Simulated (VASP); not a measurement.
Input of a VASP 6.6.1 run:

File POSCAR:

```
Tl
1.0
    1.7995510546      1.0389712858      5.3143114732
   -1.7995510546      1.0389712858      5.3143114732
    0.0000000000     -2.0779425716      5.3143114732
Tl
2
Direct
    0.2499994644      0.2499994644      0.2499994644
    0.7500005356      0.7500005356      0.7500005356
```

Contents of INCAR.step1:

```
SYSTEM = Tl
  PREC = Accurate
  ENCUT = 520
  ISMEAR = 0
  SIGMA = 0.1
  LREAL = .False.
  LASPH = .True.
  NELM = 100
  NBANDS = 20
  GGA = PE
  ALGO = Normal
  EDIFF = 1E-4
  LWAVE = .True.
  LCHARG = .False.
```

File INCAR.step2:

```
SYSTEM = Tl
  PREC = Accurate
  ENCUT = 520
  EDIFF = 1E-6
  ISMEAR = 0
  SIGMA = 0.1
  LREAL = .False.
  LASPH = .True.
  NELM = 100
  ALGO = Normal
  ISIF = 2
  LWAVE = .False.
  LCHARG = .False.
  METAGGA = R2SCAN
  LMIXTAU = .True.
  NBANDS = 20
  ISTART = 1
```

Contents of KPOINTS:

```
Automatic mesh
0
Gamma
  6 6 6
  0 0 0
```

Potentials or basis: VASP PAW PBE potentials, release 64 (Tl_d).

Run with:

```console
$ cat potpaw_PBE.64/Tl_d/POTCAR > POTCAR
$ cp INCAR.step1 INCAR
$ mpirun -np 1 vasp_std > vasp.out
$ cp INCAR.step2 INCAR
$ mpirun -np 1 vasp_std > vasp.out
```

Problem. Estimate the band gap on the k mesh.

Solution. Zero (bands 13 and 14 overlap by 6.28 eV).

Problem. What does it give for the pressure?

Solution. 0.2 GPa.

Stress tensor (GPa, compression positive):
```
0.08 0.00 0.00
0.00 0.08 0.00
0.00 0.00 0.36
```

Caveat: the PAW data sets were made with another functional, which shifts forces and pressure a little; spin-orbit coupling is left out, which moves the levels of the heavy elements.
